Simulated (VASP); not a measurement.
Here is a VASP 6.6.1 calculation.

The input INCAR:

```
PREC = Accurate
ENCUT = 520
EDIFF = 1E-7
ISMEAR = 0
SIGMA = 0.05
LREAL = False
LASPH = True
NELM = 80
ALGO = Normal
ISIF = 2
LWAVE = False
LCHARG = False
GGA = PE
NBANDS = 11
```

Contents of KPOINTS:

```
regular mesh
0
Gamma
  12 12 12
```

POSCAR

```
SiC
1.0
    0.0000000000      2.1740000000      2.1740000000
    2.1740000000      0.0000000000      2.1740000000
    2.1740000000      2.1740000000      0.0000000000
Si C
1 1
Direct
    0.0000000000      0.0000000000      0.0000000000
    0.7155013799      0.7155013799      0.7844986201
```

Potentials or basis: VASP PAW PBE potentials, release 64 (Si, C).

Run with:

```console
$ cat potpaw_PBE.64/Si/POTCAR potpaw_PBE.64/C/POTCAR > POTCAR
$ mpirun -np 1 vasp_std > vasp.out
```

(1) Estimate the pressure.

(2) What does it give for the band gap on the k mesh?

(3) Predict the largest force.

Results:

(1) 7.5 GPa.

(2) 0.66 eV (least direct gap 4.19 eV).

(3) 2.842 eV/Å.

Caveat: the cell differs from its parent crystal (all C atoms moved -0.150 Å, as atom 2 along Cartesian [0 0 1]); the cell stands under pressure; forces of over 1 eV/Å act on the atoms, so gaps and moduli don't describe the material at rest.
